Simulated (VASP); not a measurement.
C: single point with PBE

C:

```
C
1.0
     2.60880    0.00000    0.00000
    -1.30440    2.25929    0.00000
     0.00000    0.00000   11.96300
C
12
Cartesian
  0.0000 0.0000 2.2354
  0.0000 0.0000 8.2169
  0.0000 0.0000 3.7461
  0.0000 0.0000 9.7276
  0.0000 1.5062 6.2299
  1.3044 0.7531 0.2484
  0.0000 1.5062 11.7146
  1.3044 0.7531 5.7331
  0.0000 1.5062 7.7173
  1.3044 0.7531 1.7358
  0.0000 1.5062 10.2272
  1.3044 0.7531 4.2457
```

```
Program             : VASP 6.6.1
Task                : single point
Functional          : PBE
Potentials or basis : VASP PAW PBE potentials, release 64 (C)
Cutoff              : 520 eV
k mesh              : 12 × 12 × 2
Occupations         : gaussian, width 0.05 eV
Spin                : no spin polarisation
```

```
Pressure               : -8.9 GPa
Largest force          : 0.447 eV/Å
Band gap on the k mesh : 3.55 eV, indirect (least direct gap 4.47 eV)
```

Forces on the atoms (eV/Å):
```
C    0.000  0.000 -0.419
C    0.000  0.000 -0.419
C    0.000  0.000  0.419
C    0.000  0.000  0.419
C    0.000  0.000 -0.447
C    0.000  0.000 -0.447
C    0.000  0.000  0.447
C    0.000  0.000  0.447
C    0.000  0.000  0.243
C    0.000  0.000  0.243
C    0.000  0.000 -0.243
C    0.000  0.000 -0.243
```

Stress tensor (GPa, compression positive):
```
-36.78   0.00   0.00
  0.00 -36.78   0.00
  0.00   0.00  46.81
```

Levels at points of the mesh, in eV from the valence-band top:
| k point | band 20 | band 21 | band 22 | band 23 | band 24 | band 25 | band 26 | band 27 | band 28 | band 29 |
| --- | --- | --- | --- | --- | --- | --- | --- | --- | --- | --- |
| (0.00, 0.00, 0.00) | -1.28 | -1.28 | -0.36 | 0.00 | 0.00 | 4.47 | 4.47 | 5.81 | 5.81 | 6.07 |
| (0.50, 0.00, 0.00) | -4.17 | -4.00 | -3.94 | -3.50 | -2.51 | 3.55 | 4.24 | 4.40 | 6.37 | 6.37 |
| (0.00, 0.00, 0.50) | -1.19 | -0.44 | -0.44 | -0.44 | -0.44 | 4.98 | 4.98 | 4.98 | 4.98 | 6.11 |
| (0.50, 0.00, 0.50) | -5.05 | -3.57 | -3.57 | -2.96 | -2.96 | 3.74 | 3.74 | 5.27 | 5.27 | 6.66 |

It took 2.4 min on 1 thread of Intel Xeon 8259CL, with other jobs on the host, peak memory 0.21 GiB.

A k mesh can miss the band edges.
